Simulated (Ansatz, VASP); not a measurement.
**Y in VASP and in Ansatz**

```
Y
1.0
     0.00000    3.35962    3.35962
     3.35962    0.00000    3.35962
     3.35962    3.35962    0.00000
Y
2
Direct
  0.12500 0.12500 0.12500
  0.87500 0.87500 0.87500
```

Alike in both runs: task single point; functional r2SCAN; k mesh 9 × 9 × 9; occupations fermi-dirac, width 0.1 eV; no spin polarisation.

|  | VASP | Ansatz |
| --- | --- | --- |
| version | VASP 6.6.1 | Ansatz 0.2.0 |
| potentials or method | VASP PAW PBE potentials, release 64 (Y_sv), cutoff 520 eV | plane waves (500 eV) with PAW, scalar-relativistic |
| valence electrons in the cell | 22 | 22 |

VASP gave:

- pressure (GPa): 0.9

**Question.** Estimate Ansatz's values.

**Answer.** Pressure (GPa): 0.8.

VASP's potentials were made for PBE, not for r2SCAN.
